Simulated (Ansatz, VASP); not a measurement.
Mo in VASP and in Ansatz

```
CELL_PARAMETERS angstrom
4.47010 0.00000 0.00000
-2.23505 3.87122 0.00000
0.00000 0.00000 19.64980
ATOMIC_POSITIONS crystal
Mo 0.83333 0.16667 0.42053
Mo 0.16667 0.83333 0.45717
Mo 0.50000 0.50000 0.50000
Mo 0.83333 0.16667 0.54283
Mo 0.16667 0.83333 0.57947
```

Alike in both runs: functional PBE; k mesh 10 × 10 × 1; occupations fermi-dirac, width 0.1 eV; no spin polarisation.

Ansatz relaxed the structure, and its values are those at the end. VASP's run is a single point on that final structure, the one shown.

|  | VASP | Ansatz |
| --- | --- | --- |
| version | VASP 6.6.1 | Ansatz 0.2.0 |
| potentials or method | VASP PAW PBE potentials, release 64 (Mo_sv) | PAW with Ansatz's default frozen-core files, scalar-relativistic |
| plane-wave cutoff (eV) | 520 | 420 |
| valence electrons in the cell | 70 | 70 |

|  | VASP | Ansatz | Ansatz less VASP |
| --- | --- | --- | --- |
| rms of the force components (eV/Å) | 0.034 | 0.000 | -0.0335 |

The functional is the same, so the differences come from potentials, cutoffs and numerics. Ansatz's warnings: stress scf threshold loose.
